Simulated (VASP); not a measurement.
Cl:

```xyz
4
Lattice="3.1450 -2.2500 0.0000 3.1450 2.2500 0.0000 0.0000 0.0000 8.2100" Properties=species:S:1:pos:R:3 pbc="T T T"
Cl    3.1450    0.5850    3.2840
Cl    3.1450    1.6650    7.3890
Cl    3.1450   -0.5850    4.9260
Cl    3.1450   -1.6650    0.8210
```

```yaml
Program: VASP 6.6.1
Task: relaxation of cell and atoms
Functional: RPBE
Dispersion: D4
Potentials_or_basis: VASP PAW PBE potentials, release 64 (Cl)
Cutoff: 600 eV
k_mesh: 7 × 7 × 4
Occupations: fermi-dirac, width 0.05 eV
Spin: no spin polarisation
```

At the start: pressure -0.4 GPa; volume 29.05 Å³/atom.

Task: How do energy, volume and symmetry change on relaxing?

Result: Over 21 steps the energy falls by 5.4 meV/atom and the volume is 27.95 Å³/atom (-3.8 %); space group Cmce (No. 64, to 0.1 Å) before and after.

The path:
| step | energy change (eV) | largest force (eV/Å) | pressure (GPa) | volume (Å³) |
| --- | --- | --- | --- | --- |
| 1 | 0.0000 | 0.1167 | -0.41 | 116.19 |
| 2 | -0.0004 | 0.3041 | 0.40 | 114.93 |
| 3 | -0.0027 | 0.1232 | 0.00 | 115.53 |
| 4 | -0.0056 | 0.1139 | 0.01 | 115.16 |
| 5 | -0.0129 | 0.0859 | 0.01 | 114.02 |
| 6 | -0.0188 | 0.0389 | 0.13 | 111.73 |
| 7 | -0.0188 | 0.0410 | 0.11 | 111.96 |
| 8 | -0.0158 | 0.2274 | -0.49 | 112.69 |
| 9 | -0.0190 | 0.0168 | -0.02 | 112.11 |
| 10 | -0.0194 | 0.0142 | -0.02 | 112.18 |
| 11 | -0.0204 | 0.0129 | -0.03 | 112.38 |
| 12 | -0.0209 | 0.0226 | -0.06 | 112.73 |
| 13 | -0.0189 | 0.1936 | 0.41 | 111.87 |
| 14 | -0.0209 | 0.0317 | 0.01 | 112.59 |
| 15 | -0.0214 | 0.0132 | -0.01 | 112.27 |
| 16 | -0.0215 | 0.0138 | -0.03 | 112.13 |
| 17 | -0.0216 | 0.0327 | -0.05 | 111.84 |
| 18 | -0.0216 | 0.0245 | -0.04 | 111.96 |
| 19 | -0.0215 | 0.0398 | 0.12 | 111.51 |
| 20 | -0.0216 | 0.0028 | 0.03 | 111.78 |
| 21 | -0.0216 | 0.0049 | 0.01 | 111.82 |

Final structure:
```
Cl
1.0
     3.26019   -2.11054    0.00000
     3.26019    2.11054    0.00000
     0.00000    0.00000    8.12529
Cl
4
Direct
  0.37521 0.62479 0.39413
  0.12479 0.87521 0.89413
  0.62479 0.37521 0.60587
  0.87521 0.12479 0.10587
```

Caveat: the PAW data sets were made with another functional, which shifts forces and pressure a little.
